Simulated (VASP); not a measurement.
Here is a VASP 6.6.1 calculation.

Contents of INCAR:

```
PREC = Accurate ; ENCUT = 520
EDIFF = 1E-7 ; ISMEAR = -1
SIGMA = 0.05 ; LREAL = F
LASPH = T ; NELM = 60
ALGO = Normal ; ISIF = 2
LWAVE = F ; LCHARG = F
GGA = PS ; IVDW = 12
NBANDS = 16
```

The input KPOINTS:

```
regular mesh
0
Gamma
  7 7 7
```

Contents of POSCAR:

```
HgTe
1.0
    0.0000000000      2.9580339902      2.9580339902
    2.9580339902      0.0000000000      2.9580339902
    2.9580339902      2.9580339902      0.0000000000
Hg Te
1 1
Direct
    0.0000000000      0.0000000000      0.0000000000
    0.5000000000      0.5000000000      0.5000000000
```

Potentials or basis: VASP PAW PBE potentials, release 64 (Hg, Te).

Launch:

```console
$ cat potpaw_PBE.64/Hg/POTCAR potpaw_PBE.64/Te/POTCAR > POTCAR
$ mpirun -np 1 vasp_std > vasp.out
```

Q: Predict the pressure.

A: 0.2 GPa.

Q: Estimate the dispersion energy per atom.

A: -0.456 eV.

Caveat: the PAW data sets were made with another functional, which shifts forces and pressure a little; pairwise dispersion overbinds metals, which lowers pressure and volume.
